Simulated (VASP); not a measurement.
# Br (Cmce) in VASP: a series of runs, part 2 of 2

VASP 6.6.1. The steps go on from the part before.

## 3. Single point, PBE

This run uses another cell than the first one, of 31.95 Å³/atom, 0.887 times its volume.

Input file INCAR:

```
SYSTEM = Br
ALGO = Normal ; EDIFF = 1E-6
ENCUT = 520 ; GGA = PE
ISIF = 2 ; ISMEAR = -1
LASPH = .True. ; LCHARG = .True.
LELF = .True. ; LREAL = .False.
LVHAR = .True. ; LWAVE = .False.
NBANDS = 22 ; NELM = 100
PREC = Accurate ; SIGMA = 0.05
```

Input file KPOINTS:

```
k-points
0
Gamma
  7 7 3
  0 0 0
```

Input file POSCAR:

```
Br
1.0
    3.2945929801     -2.2751377168      0.0000000000
    3.2945929801      2.2751377168      0.0000000000
    0.0000000000      0.0000000000      8.5246521939
Br
4
Direct
    0.3651000000      0.6349000000      0.3901000000
    0.1349000000      0.8651000000      0.8901000000
    0.6349000000      0.3651000000      0.6099000000
    0.8651000000      0.1349000000      0.1099000000
```

Potentials or basis: VASP PAW PBE potentials, release 64 (Br).

Command:

```console
cat potpaw_PBE.64/Br/POTCAR > POTCAR
mpirun -np 1 vasp_std > vasp.out
```

OUTCAR:

```text
SYSTEM = Br
   EDIFF = 1E-6
   ENCUT = 520
   GGA = PE
   ISIF = 2
   ISMEAR = -1
   LASPH = .True.
   LREAL = .False.
   NELM = 100
   PREC = Accurate

 ion  position               nearest neighbor table
   1  0.365  0.635  0.390-   3 2.24
   2  0.135  0.865  0.890-   4 2.24
   3  0.635  0.365  0.610-   1 2.24
   4  0.865  0.135  0.110-   2 2.24

  LATTYP: Found a base centered orthorhombic cell.
 ALAT       =     4.5502754336
 B/A-ratio  =     1.4480850789
 C/A-ratio  =     1.8734365245

  Lattice vectors:

 A1 = (  -3.2945929801,  -2.2751377168,   0.0000000000)
 A2 = (   3.2945929801,  -2.2751377168,   0.0000000000)
 A3 = (   0.0000000000,   0.0000000000,   8.5246521939)

Analysis of symmetry for initial positions (statically):
=====================================================================
 Subroutine PRICEL returns:
 Original cell was already a primitive cell.

 Routine SETGRP: Setting up the symmetry group for a
 base centered orthorhombic supercell.

 Subroutine GETGRP returns: Found  8 space group operations
[... 165 lines left out ...]
  ext. energy  EPLUGINS =         0.00000000
  ---------------------------------------------------
  free energy    TOTEN  =        -6.22377847 eV

  energy without entropy =       -6.22377847  energy(sigma->0) =       -6.22377847

 E-fermi :   1.2265     XC(G=0):  -8.1269

 val. band max:        0.1511477282   @ k =  -0.4286   0.4286   0.0000
 cond. band min:       2.2554468310   @ k =   0.1429   0.0000   0.0000
 fundamental gap:      2.1042991028
 Fermi energy:         1.2264570502

 k-point     1 :       0.0000    0.0000    0.0000
  band No.  band energies     occupation
      1     -16.1322      2.00000
      2     -15.7796      2.00000
      3     -13.0270      2.00000
      4     -12.2256      2.00000
      5      -5.0441      2.00000
      6      -3.8872      2.00000
[... 589 lines left out ...]
     21       9.8538      0.00000
     22      10.0967      0.00000

 [... further k-points ...]
[... 5 lines left out ...]
  --------------------------------------------------------------------------------------
  -------------------------------------------------------------------------------------
  Total        1.3628092      2.6993428      5.7370650      0.0000000     -0.0000000      0.0000000
  in kB       17.0855719     33.8417261     71.9257222      0.0000000     -0.0000000      0.0000000
  external PRESSURE =      40.9510067 kB  Pullay stress =       0.0000000 kB

 VOLUME and BASIS-vectors are now :
 -----------------------------------------------------------------------------
  energy-cutoff  :      520.00
  volume of cell :      127.80
      direct lattice vectors                 reciprocal lattice vectors
     3.294592980 -2.275137717  0.000000000     0.151763815 -0.219766916  0.000000000
     3.294592980  2.275137717  0.000000000     0.151763815  0.219766916  0.000000000
     0.000000000  0.000000000  8.524652194     0.000000000  0.000000000  0.117306839

 POSITION                                       TOTAL-FORCE (eV/Angst)
 -----------------------------------------------------------------------------------
      3.29459      0.61383      3.32547         0.000000      0.877462     -1.413531
      3.29459      1.66131      7.58779         0.000000     -0.877462     -1.413531
      3.29459     -0.61383      5.19919         0.000000     -0.877462      1.413531
      3.29459     -1.66131      0.93686         0.000000      0.877462      1.413531
 -----------------------------------------------------------------------------------
    total drift:                               -0.000000      0.000000      0.000000

  FREE ENERGIE OF THE ION-ELECTRON SYSTEM (eV)
  ---------------------------------------------------
  free  energy   TOTEN  =        -6.2237784656 eV

  energy  without entropy=       -6.2237784650  energy(sigma->0) =       -6.22377847
```

It took 29 s on 1 thread of Intel Xeon 6975P-C (Granite Rapids), shared host; peak memory 0.25 GiB.

What came out:

```yaml
Free_energy: -6.2238 eV
Pressure: 4.1 GPa
Largest_force: 1.664 eV/Å
Band_gap_on_the_k_mesh: 2.10 eV, indirect (least direct gap 2.12 eV)
```

Forces on the atoms (eV/Å):
```
Br   0.000  0.877 -1.414
Br   0.000 -0.877 -1.414
Br   0.000 -0.877  1.414
Br   0.000  0.877  1.414
```

Caveat: forces of over 1 eV/Å act on the atoms, so gaps and moduli don't describe the material at rest.

## 4. Single point, PBE

This run uses another cell than the first one, of 32.63 Å³/atom, 0.906 times its volume.

Input file INCAR:

```
SYSTEM = Br
PREC = Accurate
ENCUT = 520
EDIFF = 1E-6
ISMEAR = -1
SIGMA = 0.05
LREAL = .FALSE.
LASPH = .TRUE.
NELM = 100
ALGO = Normal
ISIF = 2
LWAVE = .FALSE.
LCHARG = .FALSE.
GGA = PE
NBANDS = 22
```

Input file KPOINTS:

```
Automatic mesh
0
G
  7 7 3
  0 0 0
```

Input file POSCAR:

```
Br
1.0
    3.3177951036     -2.2911603413      0.0000000000
    3.3177951036      2.2911603413      0.0000000000
    0.0000000000      0.0000000000      8.5846869338
Br
4
Direct
    0.3651000000      0.6349000000      0.3901000000
    0.1349000000      0.8651000000      0.8901000000
    0.6349000000      0.3651000000      0.6099000000
    0.8651000000      0.1349000000      0.1099000000
```

Command:

```console
cat potpaw_PBE.64/Br/POTCAR > POTCAR
mpirun -np 1 vasp_std > vasp.out
```

It took 28 s on 1 thread of Intel Xeon 6975P-C (Granite Rapids), shared host; peak memory 0.25 GiB.

It converged, with:

```yaml
Free_energy: -6.2862 eV
Pressure: 3.3 GPa
Largest_force: 1.383 eV/Å
Band_gap_on_the_k_mesh: 2.04 eV, indirect (least direct gap 2.05 eV)
```

Forces on the atoms (eV/Å):
```
Br   0.000  0.715 -1.185
Br   0.000 -0.715 -1.185
Br   0.000 -0.715  1.185
Br   0.000  0.715  1.185
```

Stress tensor (GPa, compression positive):
```
1.52 0.00 0.00
0.00 2.61 0.00
0.00 0.00 5.66
```

Levels at points of the mesh, in eV from the valence-band top:
| k point | band 11 | band 12 | band 13 | band 14 | band 15 | band 16 | band 17 | band 18 |
| --- | --- | --- | --- | --- | --- | --- | --- | --- |
| (0.00, 0.00, 0.00) | -0.98 | -0.36 | -0.07 | -0.01 | 2.04 | 2.81 | 6.04 | 6.64 |

Caveat: forces of over 1 eV/Å act on the atoms, so gaps and moduli don't describe the material at rest. A k mesh can miss the band edges.

## 5. Overview

| level | cell | gap on the mesh (eV) | pressure (GPa) | largest force (eV/Å) |
| --- | --- | --- | --- | --- |
| PBEsol | a = 4.167, b = 4.167, c = 8.873 Å, angles 90.0, 90.0, 69.3°, 4 atoms | 1.67 | -1.3 | 0.16 |
| PBE | a = 4.004, b = 4.004, c = 8.525 Å, angles 90.0, 90.0, 69.3°, 4 atoms | 2.10 | 4.1 | 1.66 |
| PBE | a = 4.032, b = 4.032, c = 8.585 Å, angles 90.0, 90.0, 69.3°, 4 atoms | 2.04 | 3.3 | 1.38 |

Alike in all rows: task single point; potentials or basis VASP PAW PBE potentials, release 64 (Br); no spin polarisation; k mesh 7 × 7 × 3; cutoff (eV) 520; smearing fermi-dirac 0.05 eV.

Caveats: forces of over 1 eV/Å act on the atoms, so gaps and moduli don't describe the material at rest (some runs); the PAW data sets were made with another functional, which shifts forces and pressure a little (some runs).

Total energies depend on the potentials used, so only differences within one code and one set of settings carry meaning.
